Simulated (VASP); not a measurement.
# Ti6MnB16 (a cell with a defect) in VASP: single point with PBE

Aim: the single point of Ti6MnB16 (a cell with a defect) with PBE.

Program: VASP 6.6.1. These are calculated values, not measurements. Logs are shortened: lines on timing, memory, paths and dates and some standing lists are left out, and cuts for length are marked.

### 1 The cell of the first run

The cell holds a defect, 23 atoms: a = 6.064 Å, b = 6.064 Å, c = 6.449 Å, α = 90.00°, β = 90.00°, γ = 120.00°.

### 2 Single point, PBE, collinear spin, ferromagnetic start

INCAR

```
PREC = Accurate
ENCUT = 520
EDIFF = 1E-7
ISMEAR = 0
SIGMA = 0.1
LREAL = Auto
LASPH = T
NELM = 150
ALGO = Normal
ISIF = 2
LWAVE = F
LCHARG = F
ISPIN = 2
MAGMOM = 1.42 0 0 0 0 0 0 0 0 0 0 0 0 0 0 0 0 0 0 0 0 0 0
LORBIT = 11
LMAXMIX = 4
GGA = PE
NBANDS = 88
KPAR = 4
```

KPOINTS

```
regular mesh
0
Gamma
  4 4 4
```

POSCAR

```
Ti6MnB16
1.0
    6.0637821705     -0.0000000001      0.0000000000
   -3.0318910853     -5.2513894026      0.0000000000
    0.0000000000      0.0000000000     -6.4488370057
Mn Ti B
1 6 16
Direct
   -0.3362554599      0.4999998665      0.5000000771
    0.0059732876      0.5000000569      0.0000000000
    0.4947527188      0.5000000569      0.0000000000
    0.0033110131      1.0045886137      0.5000000771
    0.0009713503      1.0040169555      0.0000000000
    0.4987225688      0.9954114234      0.5000000771
    0.4969543993      0.9959830816      0.0000000000
    0.8341400169      0.1659846439      0.2487443858
    0.8341400169      0.1659846439      0.7512556133
    0.3346037656      0.1705045906      0.2494618795
    0.3346037656      0.1705045906      0.7505381196
    0.8392014086      0.6726882600      0.2279145835
    0.8392014086      0.6726882600      0.7720854156
    0.3303603759      0.6663152800      0.2457005811
    0.3303603759      0.6663152800      0.7542994180
    0.1640450576      0.3336846434      0.2457005811
    0.1640450576      0.3336846434      0.7542994180
    0.6665131102      0.3273116633      0.2279145835
    0.6665131102      0.3273116633      0.7720854156
    0.1681554580      0.8340154699      0.2487443858
    0.1681554580      0.8340154699      0.7512556133
    0.6640991367      0.8294953328      0.2494620346
    0.6640991367      0.8294953328      0.7505379646
```

Potentials or basis: VASP PAW PBE potentials, release 64 (Mn_pv, Ti_sv, B).

Launch:

```console
cat potpaw_PBE.64/Mn_pv/POTCAR potpaw_PBE.64/Ti_sv/POTCAR potpaw_PBE.64/B/POTCAR > POTCAR
mpirun -np 4 vasp_std > vasp.out
```

OUTCAR:

```text
PREC = Accurate
   ENCUT = 520
   EDIFF = 1E-7
   ISMEAR = 0
   LREAL = Auto
   LASPH = T
   NELM = 150
   ISIF = 2
   ISPIN = 2
   LORBIT = 11
   GGA = PE

 ion  position               nearest neighbor table
   1  0.664  0.500  0.500-  19 2.05  13 2.05  18 2.05  12 2.05  11 2.57  23 2.57  10 2.57  22 2.57
                             6 2.70   4 2.70
   2  0.006  0.500  0.000-  12 2.31  13 2.31  18 2.31  19 2.31  14 2.33  15 2.33  16 2.33  17 2.33
                            20 2.38   8 2.38  21 2.38   9 2.38
   3  0.495  0.500  0.000-  12 2.33  13 2.33  18 2.33  19 2.33  14 2.35  15 2.35  16 2.35  17 2.35
                            22 2.36  23 2.36  10 2.36  11 2.36
   4  0.003  0.005  0.500-  11 2.37  10 2.37   9 2.37   8 2.37  17 2.38  16 2.38  21 2.39  20 2.39
                            23 2.41  22 2.41  13 2.47  12 2.47   1 2.70
   5  0.001  0.004  0.000-  12 2.28  13 2.28  16 2.35  17 2.35   8 2.36   9 2.36  10 2.38  11 2.38
                            20 2.39  21 2.39  22 2.39  23 2.39
   6  0.499  0.995  0.500-  23 2.37  22 2.37  21 2.37  20 2.37  15 2.38  14 2.38   9 2.39   8 2.39
                            11 2.41  10 2.41  19 2.47  18 2.47   1 2.70
   7  0.497  0.996  0.000-  18 2.28  19 2.28  14 2.35  15 2.35  20 2.36  21 2.36  22 2.38  23 2.38
                             8 2.39   9 2.39  10 2.39  11 2.39
   8  0.834  0.166  0.249-  16 1.73  18 1.73  22 1.77   5 2.36   4 2.37   2 2.38   7 2.39   6 2.39

   9  0.834  0.166  0.751-  17 1.73  19 1.73  23 1.77   5 2.36   4 2.37   2 2.38   7 2.39   6 2.39
[... 21 lines left out ...]
  22  0.664  0.829  0.249-  12 1.75  14 1.75   8 1.77   3 2.36   6 2.37   7 2.38   5 2.39   4 2.41
                             1 2.57
  23  0.664  0.829  0.751-  13 1.75  15 1.75   9 1.77   3 2.36   6 2.37   7 2.38   5 2.39   4 2.41
                             1 2.57

  LATTYP: Found a hexagonal cell.
 ALAT       =     6.0637821705
 C/A-ratio  =     1.0635007697

  Lattice vectors:

 A1 = (   6.0637821705,  -0.0000000001,   0.0000000000)
 A2 = (  -3.0318910853,  -5.2513894026,   0.0000000000)
 A3 = (   0.0000000000,   0.0000000000,  -6.4488370057)

Analysis of symmetry for initial positions (statically):
=====================================================================
 Subroutine PRICEL returns:
 Original cell was already a primitive cell.

 Routine SETGRP: Setting up the symmetry group for a
 hexagonal supercell.

 Subroutine GETGRP returns: Found  4 space group operations
 (whereof  2 operations were pure point group operations)
 out of a pool of 24 trial point group operations.

The static configuration has the point symmetry C_1h.
 The point group associated with its full space group is C_2v.

Analysis of symmetry for dynamics (positions and initial velocities):
=====================================================================
 Subroutine PRICEL returns:
 Original cell was already a primitive cell.

 Routine SETGRP: Setting up the symmetry group for a
 hexagonal supercell.

 Subroutine GETGRP returns: Found  4 space group operations
 (whereof  2 operations were pure point group operations)
 out of a pool of 24 trial point group operations.

The dynamic configuration has the point symmetry C_1h.
 The point group associated with its full space group is C_2v.

Analysis of structural, dynamic, and magnetic symmetry:
=====================================================================
 Subroutine PRICEL returns:
 Original cell was already a primitive cell.

 Routine SETGRP: Setting up the symmetry group for a
 hexagonal supercell.

 Subroutine GETGRP returns: Found  4 space group operations
 (whereof  2 operations were pure point group operations)
 out of a pool of 24 trial point group operations.

The overall configuration has the point symmetry C_1h.
 The point group associated with its full space group is C_2v.

 Subroutine INISYM returns: Found  4 space group operations
 (whereof  2 operations are pure point group operations),
 and found     1 'primitive' translations

----------------------------------------------------------------------------------------

                                     Primitive cell

  volume of cell :     205.3521

  direct lattice vectors                    reciprocal lattice vectors
     6.063782170 -0.000000000  0.000000000     0.164913576 -0.095212897  0.000000000
    -3.031891085 -5.251389403  0.000000000    -0.000000000 -0.190425795  0.000000000
     0.000000000  0.000000000 -6.448837006     0.000000000  0.000000000 -0.155066720

  length of vectors
     6.063782170  6.063782170  6.448837006     0.190425795  0.190425795  0.155066720

[... 113 lines left out ...]
   LNONCOLLINEAR =      F non collinear calculations
   LSORBIT =      F    spin-orbit coupling
   LASPH  =      T    aspherical Exc in radial PAW
   ENCUT  =  520.0 eV  38.22 Ry    6.18 a.u.  11.27 11.27 11.99*2*pi/ulx,y,z
   NELM   =    150;   NELMIN=  2; NELMDL= -5     # of ELM steps
   EDIFF  = 0.1E-06   stopping-criterion for ELM
   LREAL  =      T    real-space projection
   EDIFFG = 0.1E-05   stopping-criterion for IOM
   NSW    =      0    number of steps for IOM
   IBRION =     -1    ionic relax: 0-MD 1-quasi-New 2-CG
   NFREE  =      0    steps in history (QN), initial steepest desc. (CG)
   ISIF   =      2    stress and relaxation
   ISYM   =      2    0-nonsym 1-usesym 2-fastsym
   POTIM  = 0.5000    time-step for ionic-motion
   TEBEG  =    0.0;   TEEND  =   0.0 temperature during run
   PSTRESS=    0.0 pullay stress
   NELECT =     133.0000    total number of electrons
   NUPDOWN=      -1.0000    fix difference up-down
   EMIN   =  10.00;   EMAX   =-10.00  energy-range for DOS
   EFERMI =   0.00;   METHOD = LEGACY
   ISMEAR =     0;   SIGMA  =   0.10  broadening in eV -4-tet -1-fermi 0-gaus
   EFERMI_NEDOS =   21; number of points for ismear=-14 and -15
   IALGO  =     38    algorithm
   IMIX   =      4    mixing-type and parameters
     AMIX     =   0.40;   BMIX     =  1.00
     AMIX_MAG =   1.60;   BMIX_MAG =  1.00
  volume/ion in A,a.u.               =       8.93        60.25
  Fermi-wavevector in a.u.,A,eV,Ry     =   1.416421  2.676647 27.296661  2.006248
  Thomas-Fermi vector in A             =   2.537757
   LORBIT       =     11    0 simple, 1 ext, 2 COOP (PROOUT), +10 PAW based schemes
   GGA     = PE    functional components
   LHFCALC =     F    Hartree Fock is set to
   AEXX    =    0.0000 exact exchange contribution
   IVDW    =     0    specifies the selected vdW correction
   LEPSILON=     F    determine dielectric tensor
   LRPA    =     F    only Hartree local field effects (RPA)
 spin polarized calculation
 Gauss-broadening in eV      SIGMA  =   0.10
  energy-cutoff  :      520.00
  volume of cell :      205.35
 maximum number of plane-waves:      5568
 NGX is ok and might be reduce to    48
   NGX = 23   NGY = 23   NGZ = 23

 number of electron     133.0000013 magnetization       0.0513313

 number of electron     133.0000013 magnetization      -0.0004557

 Free energy of the ion-electron system (eV)
  ---------------------------------------------------
  ext. energy  EPLUGINS =         0.00000000
  ---------------------------------------------------
  free energy    TOTEN  =      -177.42533893 eV

  energy without entropy =     -177.36366634  energy(sigma->0) =     -177.39450263

 E-fermi :   8.3389     XC(G=0): -12.3003

 val. band max:        8.3221923983   @ k =   0.0000   0.2500   0.0000
 cond. band min:       8.3461336210   @ k =   0.0000   0.5000   0.2500
 fundamental gap:      0.0239412227
 Fermi energy:         8.3388645385

 spin component 1

 k-point     1 :       0.0000    0.0000    0.0000
  band No.  band energies     occupation
      1     -48.4190      1.00000
      2     -48.3052      1.00000
      3     -48.2814      1.00000
      4     -48.2789      1.00000
      5     -48.2276      1.00000
      6     -48.2094      1.00000
[... 1690 lines left out ...]
     77      10.4890      0.00000
     78      10.7819      0.00000
 Fermi energy:         8.3388645385

 spin component 2

 k-point     1 :       0.0000    0.0000    0.0000
  band No.  band energies     occupation
      1     -48.4190      1.00000
      2     -48.3052      1.00000
      3     -48.2814      1.00000
      4     -48.2789      1.00000
      5     -48.2276      1.00000
      6     -48.2094      1.00000
[... 1690 lines left out ...]
     77      10.4890      0.00000
     78      10.7820      0.00000
 [bands above 78 left out]

------------------------ aborting loop because EDIFF is reached ----------------------------------------

  FORCE on cell =-STRESS in cart. coord.  units (eV):
  Direction    XX          YY          ZZ          XY          YZ          ZX
  --------------------------------------------------------------------------------------
  -------------------------------------------------------------------------------------
  Total        1.3265525     -3.6716665      4.3514256     -0.0000000      0.0000000      0.0000000
  in kB       10.3498921    -28.6466995     33.9502460     -0.0000000      0.0000000      0.0000000
  external PRESSURE =       5.2178128 kB  Pullay stress =       0.0000000 kB

 VOLUME and BASIS-vectors are now :
 -----------------------------------------------------------------------------
  energy-cutoff  :      520.00
  volume of cell :      205.35
      direct lattice vectors                 reciprocal lattice vectors
     6.063782170 -0.000000000  0.000000000     0.164913576 -0.095212897  0.000000000
    -3.031891085 -5.251389403  0.000000000    -0.000000000 -0.190425795  0.000000000
     0.000000000  0.000000000 -6.448837006     0.000000000  0.000000000 -0.155066720

 POSITION                                       TOTAL-FORCE (eV/Angst)
 -----------------------------------------------------------------------------------
      2.50886     -2.62569     -3.22442        -4.479369      0.000000     -0.000000
     -1.47973     -2.62570      0.00000         0.351504     -0.000000     -0.000000
      1.48413     -2.62570      0.00000         0.226572     -0.000000     -0.000000
      0.00617     -0.02410     -3.22442         0.275560      0.548662     -0.000000
     -0.00629     -0.02109      0.00000         0.173144      0.004799     -0.000000
      0.00617     -5.22729     -3.22442         0.275560     -0.548662     -0.000000
[... 15 lines left out ...]
      1.51201     -4.35600     -1.60874         0.198359      0.086434     -0.107127
      1.51201     -4.35600     -4.84010         0.198359      0.086434      0.107127
 -----------------------------------------------------------------------------------
    total drift:                               -0.021449      0.003056     -0.001044

  FREE ENERGIE OF THE ION-ELECTRON SYSTEM (eV)
  ---------------------------------------------------
  free  energy   TOTEN  =      -177.4253389264 eV

  energy  without entropy=     -177.3636663424  energy(sigma->0) =     -177.39450263

 total charge

# of ion       s       p       d       tot
------------------------------------------
    1        0.335   6.318   5.219  11.873
    2        2.191   6.237   2.033  10.461
    3        2.190   6.231   2.023  10.444
    4        2.177   6.197   1.981  10.355
    5        2.186   6.223   2.051  10.460
    6        2.177   6.197   1.981  10.355
[... 15 lines left out ...]
   22        0.685   1.289   0.000   1.974
   23        0.685   1.289   0.000   1.974
--------------------------------------------------
tot         24.540  64.350  17.339 106.229

 magnetization (x)

# of ion       s       p       d       tot
------------------------------------------
    1       -0.000   0.000  -0.001  -0.001
    2       -0.000  -0.000  -0.000  -0.000
    3        0.000   0.000   0.000   0.000
    4        0.000   0.000   0.000   0.000
    5        0.000  -0.000  -0.000  -0.000
    6        0.000   0.000   0.000   0.000
[... 15 lines left out ...]
   22       -0.000  -0.000   0.000  -0.000
   23       -0.000  -0.000   0.000  -0.000
--------------------------------------------------
tot         -0.000   0.000  -0.001  -0.001
```

It took 21 min on 4 MPI ranks of Intel Xeon Platinum 8375C at 2.90GHz (Ice Lake), shared host; peak memory 0.74 GiB.

Results:

```
Free energy                                           : -177.4253 eV
Pressure                                              : 0.5 GPa
Largest force                                         : 4.479 eV/Å
Net moment                                            : 0.00 μB per cell
Valence electrons inside the program's atomic spheres : Mn 11.87; Ti 10.46, 10.44, 10.36 (each value once); B 1.98, 1.97, 2.03 (each value once)
```

Forces in eV/Å, atoms in the order of the input:
```
Mn  -4.479  0.000  0.000
Ti   0.352  0.000  0.000
Ti   0.227  0.000  0.000
Ti   0.276  0.549  0.000
Ti   0.173  0.005  0.000
Ti   0.276 -0.549  0.000
Ti   0.173 -0.005  0.000
B    0.282  0.097 -0.006
B    0.282  0.097  0.006
B    0.198 -0.086 -0.107
B    0.198 -0.086  0.107
B    0.284  0.240 -0.768
B    0.284  0.240  0.768
B   -0.013 -0.096 -0.009
B   -0.013 -0.096  0.009
B   -0.013  0.096 -0.009
B   -0.013  0.096  0.009
B    0.284 -0.240 -0.768
B    0.284 -0.240  0.768
B    0.282 -0.097 -0.006
B    0.282 -0.097  0.006
B    0.198  0.086 -0.107
B    0.198  0.086  0.107
```

Stress tensor (GPa, compression positive):
```
 1.03  0.00  0.00
 0.00 -2.86  0.00
 0.00  0.00  3.40
```

Levels at points of the mesh, in eV from the Fermi level:
Spin up:
```
           k point  band 62  band 63  band 64  band 65  band 66  band 67  band 68  band 69  band 70  band 71
(0.00, 0.00, 0.00)    -0.89    -0.87    -0.68    -0.29    -0.24     0.07     0.23     0.42     0.56     0.59
(0.50, 0.00, 0.00)    -1.30    -0.94    -0.68    -0.50    -0.28     0.08     0.16     0.65     0.69     1.28
(0.00, 0.50, 0.00)    -1.42    -1.22    -0.96    -0.29    -0.09     0.05     0.28     0.95     1.09     1.34
(0.00, 0.00, 0.50)    -1.26    -0.97    -0.66    -0.32    -0.21    -0.08     0.34     0.73     0.92     0.97
(0.50, 0.00, 0.50)    -1.03    -0.93    -0.79    -0.67    -0.34    -0.11     0.24     0.52     0.91     1.09
(0.00, 0.50, 0.50)    -0.99    -0.93    -0.87    -0.42    -0.20    -0.16     0.05     0.11     1.18     1.35
```
Spin down:
```tsv
k point	band 62	band 63	band 64	band 65	band 66	band 67	band 68	band 69	band 70	band 71
(0.00, 0.00, 0.00)	-0.89	-0.87	-0.68	-0.29	-0.24	0.07	0.23	0.42	0.56	0.59
(0.50, 0.00, 0.00)	-1.30	-0.94	-0.68	-0.50	-0.28	0.08	0.16	0.65	0.69	1.28
(0.00, 0.50, 0.00)	-1.42	-1.22	-0.96	-0.29	-0.09	0.05	0.27	0.95	1.09	1.34
(0.00, 0.00, 0.50)	-1.26	-0.97	-0.66	-0.32	-0.21	-0.08	0.34	0.73	0.92	0.97
(0.50, 0.00, 0.50)	-1.03	-0.93	-0.79	-0.67	-0.34	-0.11	0.24	0.52	0.91	1.09
(0.00, 0.50, 0.50)	-0.99	-0.93	-0.87	-0.42	-0.20	-0.16	0.05	0.11	1.18	1.35
```

Caveat: the moments typed at the start vanished in this run.
